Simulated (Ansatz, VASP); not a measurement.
# Two plane-wave programs on AsSe2

INCAR

```
PREC = Accurate
ENCUT = 600
EDIFF = 1E-7
ISMEAR = 0
SIGMA = 0.1
LREAL = False
LASPH = True
NELM = 60
ALGO = Normal
ISIF = 3
LWAVE = False
LCHARG = False
GGA = PE
IBRION = 2
NSW = 100
EDIFFG = -0.01
```

KPOINTS

```
regular mesh
0
Gamma
  12 12 10
```

The input POSCAR:

```
AsSe2
1.0
    3.9510345456      0.0000000000      0.0000000000
   -1.9755172728      3.4216962877      0.0000000000
    0.0000000000      0.0000000000      4.9693514114
As Se
1 2
Direct
    0.0000000000      0.0000000000      0.0000000000
    0.6666666667      0.3333333333      0.3014022407
    0.3333333333      0.6666666667      0.6985977593
```

Input for Ansatz:

```yaml
crystal:
  lattice:
    - [3.9510345456, 0.0, 0.0]
    - [-1.9755172728, 3.4216962877, 0.0]
    - [0.0, 0.0, 4.9693514114]
  atoms:
    - { symbol: As, position: [0.0, 0.0, 0.0] }
    - { symbol: Se, position: [0.6666666667, 0.3333333333, 0.3014022407] }
    - { symbol: Se, position: [0.3333333333, 0.6666666667, 0.6985977593] }
basis:
  ecutwfc: 420
kpoints:
  mp_grid: { grid: [12, 12, 10] }
hamiltonian:
  xc: pbe
scf:
  occupations: { method: gaussian, width: 0.1 }
output:
  forces: true
  stress: true
  eigenvalues: true
relax:
  adjacent_minimum: "off"
  f_tol: 0.01
  max_steps: 80
  cell: { stress_tol: 0.05 }
```

Change from the starting cell: species swapped into the Te2Au type (P-3m1, No. 164).

Alike in both runs: task relaxation of cell and atoms; functional PBE; k mesh 12 × 12 × 10; occupations gaussian, width 0.1 eV; no spin polarisation.

|  | VASP | Ansatz |
| --- | --- | --- |
| version | VASP 6.6.1 | Ansatz 0.2.0 |
| potentials or method | VASP PAW PBE potentials, release 64 (As, Se), cutoff 600 eV | scalar-relativistic, plane waves, PAW |
| valence electrons in the cell | 17 | 47 |

|  | VASP | Ansatz | Ansatz less VASP |
| --- | --- | --- | --- |
| gap on the k mesh at the Fermi level, each at its own relaxed structure (eV) | none | none | - |
| relaxed volume (Å³/atom) | 25.32 | 25.27 | -0.050 |
| relaxed length of the cell vector where the two differ most in proportion (Å) | 3.651 | 3.648 | -0.0027 |

A gap of «none» marks a metal or a gap that the smearing closes. VASP's potentials hold 17 valence electrons a cell and Ansatz's 47, so a difference there can come from the potentials and not from the codes.
